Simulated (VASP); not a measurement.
# Pt (Fm-3m) in VASP: further runs

Runs on Pt. Level: PBEsol. Tasks: single point, relaxation of volume and atoms at fixed shape.

Everything below comes from runs of VASP 6.6.1. Logs are shortened: lines on timing, memory, paths and dates and some standing lists are left out, and cuts for length are marked.

**1. The cell of the first run**

The structure is cubic, space group Fm-3m (No. 225). Conventional cell: a = 3.915 Å, b = 3.915 Å, c = 3.915 Å, α = 90.00°, β = 90.00°, γ = 90.00°. Within 3.6 Å of Pt (site symmetry m-3m) lie 12 Pt at 2.77 Å.

**2. Single point, PBEsol**

INCAR reads:

```
SYSTEM = Pt
ALGO = Normal ; EDIFF = 1E-6
ENCUT = 520 ; GGA = PS
ISIF = 2 ; ISMEAR = 0
LASPH = .True. ; LCHARG = .False.
LREAL = .False. ; LWAVE = .False.
NBANDS = 11 ; NELM = 100
PREC = Accurate ; SIGMA = 0.1
```

KPOINTS reads:

```
k-points
0
Gamma
  8 8 8
  0 0 0
```

POSCAR reads:

```
Pt
1.0
    0.0000000000      1.9577141597      1.9577141597
    1.9577141597      0.0000000000      1.9577141597
    1.9577141597      1.9577141597      0.0000000000
Pt
1
Direct
    0.0000000000      0.0000000000      0.0000000000
```

Potentials or basis: VASP PAW PBE potentials, release 64 (Pt).

The run is started by

```bash
$ cat potpaw_PBE.64/Pt/POTCAR > POTCAR
$ mpirun -np 1 vasp_std > vasp.out
```

OUTCAR:

```text
SYSTEM = Pt
   EDIFF = 1E-6
   ENCUT = 520
   GGA = PS
   ISIF = 2
   ISMEAR = 0
   LASPH = .True.
   LREAL = .False.
   NELM = 100
   PREC = Accurate

 ion  position               nearest neighbor table
   1  0.000  0.000  0.000-

  LATTYP: Found a face centered cubic cell.
 ALAT       =     3.9154283194

  Lattice vectors:

 A1 = (   0.0000000000,   1.9577141597,   1.9577141597)
 A2 = (   1.9577141597,   0.0000000000,   1.9577141597)
 A3 = (   1.9577141597,   1.9577141597,   0.0000000000)

Analysis of symmetry for initial positions (statically):
=====================================================================
 Subroutine PRICEL returns:
 Original cell was already a primitive cell.

 Routine SETGRP: Setting up the symmetry group for a
 face centered cubic supercell.

 Subroutine GETGRP returns: Found 48 space group operations
 (whereof 48 operations were pure point group operations)
 out of a pool of 48 trial point group operations.

The static configuration has the point symmetry O_h .

Analysis of symmetry for dynamics (positions and initial velocities):
=====================================================================
 Subroutine PRICEL returns:
 Original cell was already a primitive cell.

 Routine SETGRP: Setting up the symmetry group for a
 face centered cubic supercell.

 Subroutine GETGRP returns: Found 48 space group operations
 (whereof 48 operations were pure point group operations)
 out of a pool of 48 trial point group operations.

The dynamic configuration has the point symmetry O_h .

 Subroutine INISYM returns: Found 48 space group operations
 (whereof 48 operations are pure point group operations),
 and found     1 'primitive' translations

----------------------------------------------------------------------------------------

                                     Primitive cell

  volume of cell :      15.0064

  direct lattice vectors                    reciprocal lattice vectors
     0.000000000  1.957714160  1.957714160    -0.255399900  0.255399900  0.255399900
     1.957714160  0.000000000  1.957714160     0.255399900 -0.255399900  0.255399900
     1.957714160  1.957714160  0.000000000     0.255399900  0.255399900 -0.255399900

  length of vectors
     2.768625916  2.768625916  2.768625916     0.442365603  0.442365603  0.442365603

  position of ions in fractional coordinates (direct lattice)
     0.000000000  0.000000000  0.000000000

  ion indices of the primitive-cell ions
   primitive index   ion index
                 1           1

----------------------------------------------------------------------------------------

 KPOINTS: k-points

Automatic generation of k-mesh.
 Grid dimensions read from file:
 generate k-points for:    8    8    8

 Generating k-lattice:

  Cartesian coordinates                     Fractional coordinates (reciprocal lattice)
    -0.031924987  0.031924987  0.031924987     0.125000000  0.000000000  0.000000000
     0.031924987 -0.031924987  0.031924987     0.000000000  0.125000000  0.000000000
     0.031924987  0.031924987 -0.031924987     0.000000000  0.000000000  0.125000000

  Length of vectors
     0.055295700  0.055295700  0.055295700

  Shift w.r.t. Gamma in fractional coordinates (k-lattice)
     0.000000000  0.000000000  0.000000000

 Subroutine IBZKPT returns following result:
 ===========================================

 Found     29 irreducible k-points:

 Following reciprocal coordinates:
            Coordinates               Weight
  0.000000  0.000000  0.000000      1.000000
  0.125000  0.000000  0.000000      8.000000
  0.250000  0.000000  0.000000      8.000000
  0.375000  0.000000  0.000000      8.000000
  0.500000  0.000000  0.000000      4.000000
  0.125000  0.125000  0.000000      6.000000
[... 16 lines left out ...]
  0.500000  0.250000  0.125000     48.000000
 -0.375000  0.250000  0.125000     24.000000
 [... further k-points ...]
   k-points           NKPTS =     29   k-points in BZ     NKDIM =     29   number of bands    NBANDS=     11
   number of dos      NEDOS =    301   number of ions     NIONS =      1
   total plane-waves  NPLWV =  13824
   dimension x,y,z NGX =    24 NGY =   24 NGZ =   24
   dimension x,y,z NGXF=    48 NGYF=   48 NGZF=   48
   ions per type =               1
   NGX,Y,Z   is equivalent  to a cutoff of  14.41, 14.41, 14.41 a.u.
   NGXF,Y,Z  is equivalent  to a cutoff of  28.82, 28.82, 28.82 a.u.
 SYSTEM =  Pt
   PREC   = accura    normal or accurate (medium, high low for compatibility)
   ISTART =      0    job   : 0-new  1-cont  2-samecut
   ICHARG =      2    charge: 1-file 2-atom 10-const
   ISPIN  =      1    spin polarized calculation?
   LNONCOLLINEAR =      F non collinear calculations
   LSORBIT =      F    spin-orbit coupling
   LASPH  =      T    aspherical Exc in radial PAW
   ENCUT  =  520.0 eV  38.22 Ry    6.18 a.u.   5.15  5.15  5.15*2*pi/ulx,y,z
   NELM   =    100;   NELMIN=  2; NELMDL= -5     # of ELM steps
   EDIFF  = 0.1E-05   stopping-criterion for ELM
   LREAL  =      F    real-space projection
   EDIFFG = 0.1E-04   stopping-criterion for IOM
   NSW    =      0    number of steps for IOM
   IBRION =     -1    ionic relax: 0-MD 1-quasi-New 2-CG
   NFREE  =      0    steps in history (QN), initial steepest desc. (CG)
   ISIF   =      2    stress and relaxation
   ISYM   =      2    0-nonsym 1-usesym 2-fastsym
   POTIM  = 0.5000    time-step for ionic-motion
   TEBEG  =    0.0;   TEEND  =   0.0 temperature during run
   PSTRESS=    0.0 pullay stress
   NELECT =      10.0000    total number of electrons
   NUPDOWN=      -1.0000    fix difference up-down
   EMIN   =  10.00;   EMAX   =-10.00  energy-range for DOS
   EFERMI =   0.00;   METHOD = LEGACY
   ISMEAR =     0;   SIGMA  =   0.10  broadening in eV -4-tet -1-fermi 0-gaus
   EFERMI_NEDOS =   21; number of points for ismear=-14 and -15
   IALGO  =     38    algorithm
   IMIX   =      4    mixing-type and parameters
     AMIX     =   0.40;   BMIX     =  1.00
     AMIX_MAG =   1.60;   BMIX_MAG =  1.00
  volume/ion in A,a.u.               =      15.01       101.27
  Fermi-wavevector in a.u.,A,eV,Ry     =   1.429933  2.702181 27.819929  2.044707
  Thomas-Fermi vector in A             =   2.549833
   LORBIT       =      0    0 simple, 1 ext, 2 COOP (PROOUT), +10 PAW based schemes
   GGA     = PS    functional components
   LHFCALC =     F    Hartree Fock is set to
   AEXX    =    0.0000 exact exchange contribution
   IVDW    =     0    specifies the selected vdW correction
   LEPSILON=     F    determine dielectric tensor
   LRPA    =     F    only Hartree local field effects (RPA)
 non-spin polarized calculation
 Gauss-broadening in eV      SIGMA  =   0.10
  energy-cutoff  :      520.00
  volume of cell :       15.01
 maximum number of plane-waves:       415
 NGX is ok and might be reduce to    24
   NGX = 11   NGY = 11   NGZ = 11

 number of electron      10.0000000 magnetization

 number of electron       9.9999999 magnetization

 Free energy of the ion-electron system (eV)
  ---------------------------------------------------
  ext. energy  EPLUGINS =         0.00000000
  ---------------------------------------------------
  free energy    TOTEN  =        -6.95671606 eV

  energy without entropy =       -6.94793260  energy(sigma->0) =       -6.95232433

 E-fermi :  11.1259     XC(G=0): -13.6633

 val. band max:       10.9821949806   @ k =  -0.3750   0.3750   0.0000
 cond. band min:      11.1263965398   @ k =  -0.2500   0.1250   0.0000
 fundamental gap:      0.1442015592
 Fermi energy:        11.1259359721

 k-point     1 :       0.0000    0.0000    0.0000
  band No.  band energies     occupation
      1       0.8410      2.00000
      2       7.3297      2.00000
      3       7.3297      2.00000
      4       7.3297      2.00000
      5       9.5203      2.00000
      6       9.5203      2.00000
      7      25.8081      0.00000
      8      30.7909      0.00000
      9      30.7909      0.00000
     10      30.7909      0.00000
     11      36.1160      0.00000

 k-point     2 :       0.1250    0.0000    0.0000
  band No.  band energies     occupation
      1       1.4548      2.00000
      2       7.0838      2.00000
      3       7.5510      2.00000
      4       7.5510      2.00000
      5       9.4174      2.00000
      6       9.4174      2.00000
      7      26.7088      0.00000
      8      28.3164      0.00000
      9      31.7376      0.00000
     10      31.7376      0.00000
     11      37.4581      0.00000

 k-point     3 :       0.2500    0.0000    0.0000
  band No.  band energies     occupation
      1       2.8988      2.00000
      2       6.9704      2.00000
      3       7.7092      2.00000
      4       7.7092      2.00000
      5       9.6942      2.00000
      6       9.6942      2.00000
      7      24.4741      0.00000
      8      27.5627      0.00000
      9      33.8567      0.00000
     10      33.8567      0.00000
     11      34.7194      0.00000

 k-point     4 :       0.3750    0.0000    0.0000
  band No.  band energies     occupation
      1       3.7069      2.00000
      2       7.4291      2.00000
      3       7.4291      2.00000
      4       8.6159      2.00000
      5      10.6614      2.00000
      6      10.6614      2.00000
      7      19.9545      0.00000
      8      26.0674      0.00000
      9      31.5960      0.00000
     10      31.5960      0.00000
     11      37.6428      0.00000
[... 239 lines left out ...]
 k-point    22 :       0.3750    0.2500    0.1250
  band No.  band energies     occupation
      1       4.1877      2.00000
      2       5.9964      2.00000
      3       7.3164      2.00000
      4       9.0051      2.00000
      5       9.0975      2.00000
      6      11.1774      0.46636
      7      24.6927      0.00000
      8      26.9434      0.00000
      9      29.1467      0.00000
     10      31.4162      0.00000
     11      35.4981      0.00000

 k-point    23 :       0.5000    0.2500    0.1250
  band No.  band energies     occupation
      1       5.0212      2.00000
      2       6.4983      2.00000
      3       6.7886      2.00000
      4       8.7124      2.00000
      5      10.4108      2.00000
      6      13.0882      0.00000
      7      20.4371      0.00000
      8      25.5818      0.00000
      9      27.4075      0.00000
     10      31.6863      0.00000
     11      35.5122      0.00000

 k-point    24 :      -0.3750    0.2500    0.1250
  band No.  band energies     occupation
      1       5.0468      2.00000
      2       6.2941      2.00000
      3       7.6634      2.00000
      4       8.4471      2.00000
      5      10.9664      1.97595
      6      15.5796      0.00000
      7      16.6785      0.00000
      8      25.9123      0.00000
      9      26.2682      0.00000
     10      30.3508      0.00000
     11      37.4270      0.00000

 [... further k-points ...]
[... 5 lines left out ...]
  --------------------------------------------------------------------------------------
  -------------------------------------------------------------------------------------
  Total       -0.0444931     -0.0444931     -0.0444931     -0.0000000      0.0000000      0.0000000
  in kB       -4.7503505     -4.7503505     -4.7503505     -0.0000000      0.0000000      0.0000000
  external PRESSURE =      -4.7503505 kB  Pullay stress =       0.0000000 kB

 VOLUME and BASIS-vectors are now :
 -----------------------------------------------------------------------------
  energy-cutoff  :      520.00
  volume of cell :       15.01
      direct lattice vectors                 reciprocal lattice vectors
     0.000000000  1.957714160  1.957714160    -0.255399900  0.255399900  0.255399900
     1.957714160  0.000000000  1.957714160     0.255399900 -0.255399900  0.255399900
     1.957714160  1.957714160  0.000000000     0.255399900  0.255399900 -0.255399900

 POSITION                                       TOTAL-FORCE (eV/Angst)
 -----------------------------------------------------------------------------------
      0.00000      0.00000      0.00000         0.000000      0.000000      0.000000
 -----------------------------------------------------------------------------------
    total drift:                                0.000000      0.000000     -0.000000

  FREE ENERGIE OF THE ION-ELECTRON SYSTEM (eV)
  ---------------------------------------------------
  free  energy   TOTEN  =        -6.9567160626 eV

  energy  without entropy=       -6.9479325979  energy(sigma->0) =       -6.95232433
```

It took 3.7 s on 1 thread of Intel Xeon 6975P-C (Granite Rapids), shared host; peak memory 0.14 GiB.

Results:

- Free energy: -6.9567 eV
- Pressure: -0.5 GPa
- Band gap on the k mesh: zero (band 5 reaches 11.66 eV, above the bottom of band 6 at 9.42 eV)

Caveat: the PAW data sets were made with another functional, which shifts forces and pressure a little; spin-orbit coupling is left out, which moves the levels of the heavy elements.

**3. Relaxation of volume and atoms at fixed shape, PBEsol**

This run uses another cell than the first one, of 15.08 Å³/atom, 1.005 times its volume.

INCAR reads:

```
SYSTEM = Pt
ALGO = Normal
EDIFF = 1E-7
EDIFFG = -0.03
ENCUT = 600
GGA = PS
IBRION = 2
ISIF = 8
ISMEAR = 0
LASPH = .TRUE.
LCHARG = .FALSE.
LREAL = .FALSE.
LWAVE = .FALSE.
NELM = 80
NSW = 80
PREC = Accurate
SIGMA = 0.1
```

KPOINTS reads:

```
k-points
0
G
  8 8 8
  0 0 0
```

POSCAR reads:

```
Pt
1.0
    0.0000000000      1.9609000000      1.9609000000
    1.9609000000      0.0000000000      1.9609000000
    1.9609000000      1.9609000000      0.0000000000
Pt
1
Direct
    0.0000000000      0.0000000000      0.0000000000
```

Potentials or basis: VASP PAW PBE potentials, release 64 (Pt).

The run is started by

```bash
$ cat potpaw_PBE.64/Pt/POTCAR > POTCAR
$ mpirun -np 1 vasp_std > vasp.out
```

Wall time 9.6 s (1 thread of Intel Xeon 6975P-C (Granite Rapids), shared host); peak memory 0.14 GiB.

It converged, with:

* Free energy: -6.9568 eV
* Relaxed volume: 14.99 Å³/atom
* Relaxed cell: a = 2.767 Å, b = 2.767 Å, c = 2.767 Å, α = 60.00°, β = 60.00°, γ = 60.00°
* Space group after relaxing (to 0.05 Å): Fm-3m (No. 225)
* Energy gained by relaxing: 0.5 meV/atom
* Ionic steps: 3
* Pressure after relaxing: 0.0 GPa
* Band gap on the k mesh: zero (band 5 reaches 11.68 eV, above the bottom of band 6 at 9.44 eV)

Step by step:
```csv
step,energy change (eV),largest force (eV/Å),pressure (GPa),volume (Å³)
1,0.0000,0.0000,-1.78,15.08
2,0.0041,0.0000,5.60,14.72
3,-0.0005,0.0000,0.00,14.99
```

Final structure:
```cif
data_structure
_symmetry_space_group_name_H-M 'P 1'
_symmetry_Int_Tables_number 1
_cell_length_a 2.7674
_cell_length_b 2.7674
_cell_length_c 2.7674
_cell_angle_alpha 60.000
_cell_angle_beta 60.000
_cell_angle_gamma 60.000
_cell_volume 14.99
loop_
_atom_site_label
_atom_site_type_symbol
_atom_site_fract_x
_atom_site_fract_y
_atom_site_fract_z
_atom_site_occupancy
Pt1 Pt 0.00000 0.00000 0.00000 1
```

Levels at points of the mesh, in eV from the Fermi level:
| k point | band 3 | band 4 | band 5 | band 6 | band 7 | band 8 |
| --- | --- | --- | --- | --- | --- | --- |
| (0.00, 0.00, 0.00) | -3.80 | -3.80 | -1.61 | -1.61 | 14.68 | 19.67 |
| (0.50, 0.00, 0.00) | -3.86 | -0.51 | 0.08 | 0.08 | 5.89 | 14.23 |
| (0.50, 0.50, 0.00) | 0.05 | 0.53 | 0.53 | 1.76 | 8.95 | 11.42 |

Caveat: the PAW data sets were made with another functional, which shifts forces and pressure a little; spin-orbit coupling is left out, which moves the levels of the heavy elements.
